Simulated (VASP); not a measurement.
The system is Mg3Sb2.

```
CELL_PARAMETERS angstrom
4.60426 0.00000 0.00000
-2.30213 3.98740 0.00000
0.00000 0.00000 7.17413
ATOMIC_POSITIONS crystal
Sb 0.33333 0.66667 0.24670
Sb 0.66667 0.33333 0.75330
Mg 0.00000 0.00000 0.00000
Mg 0.33333 0.66667 0.64700
Mg 0.66667 0.33333 0.35300
```

| Item | Value |
| --- | --- |
| Program | VASP 6.6.1 |
| Task | relaxation of shape and atoms at fixed volume |
| Functional | PBE |
| Potentials or basis | VASP PAW PBE potentials, release 64 (Sb, Mg) |
| Cutoff | 600 eV |
| k mesh | 8 × 8 × 4 |
| Occupations | gaussian, width 0.05 eV |
| Spin | no spin polarisation |

At the start: pressure 1.6 GPa; volume 26.34 Å³/atom.

How do energy, volume and symmetry change on relaxing?

Over 8 steps the energy falls by 31.8 meV/atom; space group P-3m1 (No. 164, to 0.1 Å) before and after.

The path:
```
step  energy change (eV)  largest force (eV/Å)  pressure (GPa)  volume (Å³)
   1              0.0000                0.8503            1.56       131.71
   2             -0.0621                0.6079            1.23       131.71
   3             -0.1354                0.2778            0.53       131.71
   4             -0.1456                0.1993            0.47       131.71
   5             -0.1534                0.0322            0.38       131.71
   6             -0.1583                0.0360            0.40       131.71
   7             -0.1584                0.0366            0.40       131.71
   8             -0.1588                0.0169            0.42       131.71
```

Final structure:
```yaml
crystal:
  lattice:
    - [4.58270, 0.00000, 0.00000]
    - [-2.29135, 3.96874, 0.00000]
    - [0.00000, 0.00000, 7.24176]
  atoms:
    - { symbol: Sb, position: [0.33333, 0.66667, 0.22436] }
    - { symbol: Sb, position: [0.66667, 0.33333, 0.77564] }
    - { symbol: Mg, position: [0.00000, 0.00000, 0.00000] }
    - { symbol: Mg, position: [0.33333, 0.66667, 0.63161] }
    - { symbol: Mg, position: [0.66667, 0.33333, 0.36839] }
```

Where two steps share one volume, the run began anew on that cell with a basis built for it.
